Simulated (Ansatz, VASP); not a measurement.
**CaSe: VASP beside Ansatz**

```xyz
2
Lattice="0.0000 2.9560 2.9560 2.9560 0.0000 2.9560 2.9560 2.9560 0.0000" Properties=species:S:1:pos:R:3 pbc="T T T"
Ca    0.0000    0.0000    0.0000
Se    2.9560    2.9560    2.9560
```

Alike in both runs: task electric field gradients; functional PBE; k mesh 7 × 7 × 7; occupations fermi-dirac, width 0.01 eV; no spin polarisation.

|  | VASP | Ansatz |
| --- | --- | --- |
| version | VASP 6.6.1 | Ansatz 0.2.0 |
| potentials or method | VASP PAW PBE potentials, release 64 (Ca_sv, Se) | PAW with Ansatz's default frozen-core files, scalar-relativistic |
| plane-wave cutoff (eV) | 520 | 420 |
| valence electrons in the cell | 16 | 26 |

Ansatz gave:

```
gap on the k mesh at the Fermi level (eV) : 2.09
pressure (GPa)                            : 1.2
```

Question: Which values does VASP return?

Answer: gap on the k mesh at the Fermi level (eV): 2.08; pressure (GPa): 1.4.

VASP's potentials hold 16 valence electrons a cell and Ansatz's 26, so a difference there can come from the potentials and not from the codes.
